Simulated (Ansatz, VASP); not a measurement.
# Two plane-wave programs on AlNi

INCAR

```
SYSTEM = AlNi
PREC = Accurate
ENCUT = 520
EDIFF = 1E-6
ISMEAR = 0
SIGMA = 0.15
LREAL = .False.
LASPH = .True.
NELM = 80
ALGO = Fast
ISIF = 2
LWAVE = .False.
LCHARG = .False.
GGA = PE
NBANDS = 14
```

KPOINTS

```
Automatic mesh
0
Gamma
  20 20 20
  0 0 0
```

The input POSCAR:

```
AlNi
1.0
    2.0019536108     -2.0019536108      0.0000000000
    2.0019536108      2.0019536108      0.0000000000
    0.0000000000      0.0000000000      2.9011416498
Al Ni
1 1
Direct
    0.0000000000      0.0000000000      0.0000000000
    0.5000000000      0.5000000000      0.5000000000
```

Input for Ansatz:

```yaml
crystal:
  lattice:
    - [2.0019536108, -2.0019536108, 0.0]
    - [2.0019536108, 2.0019536108, 0.0]
    - [0.0, 0.0, 2.9011416498]
  atoms:
    - { symbol: Al, position: [0.0, 0.0, 0.0] }
    - { symbol: Ni, position: [0.5, 0.5, 0.5] }
basis:
  ecutwfc: 420
kpoints:
  mp_grid: { grid: [20, 20, 20] }
hamiltonian:
  xc: pbe
scf:
  occupations: { method: gaussian, width: 0.15 }
output:
  forces: true
  stress: true
  eigenvalues: true
```

Change from the starting cell: strain -0.0200 x Voigt [1, 1, 0, 0, 0, 0], atoms carried along.

Alike in both runs: task single point; functional PBE; k mesh 20 × 20 × 20; occupations gaussian, width 0.15 eV; no spin polarisation.

|  | VASP | Ansatz |
| --- | --- | --- |
| version | VASP 6.6.1 | Ansatz 0.2.0 |
| potentials or method | VASP PAW PBE potentials, release 64 (Al, Ni), cutoff 520 eV | scalar-relativistic, plane waves, PAW |
| valence electrons in the cell | 13 | 21 |

|  | VASP | Ansatz | Ansatz less VASP |
| --- | --- | --- | --- |
| gap on the k mesh at the Fermi level (eV) | none | none | - |
| pressure (GPa) | 6.9 | 7.1 | +0.20 |
| traceless stress, the component that is largest in VASP (GPa) | -1.21 | -1.18 | +0.036 |

A gap of «none» marks a metal or a gap that the smearing closes. With one functional, cell and mesh, what is left measures potentials, basis and numerics. VASP's potentials hold 13 valence electrons a cell and Ansatz's 21, so a difference there can come from the potentials and not from the codes.
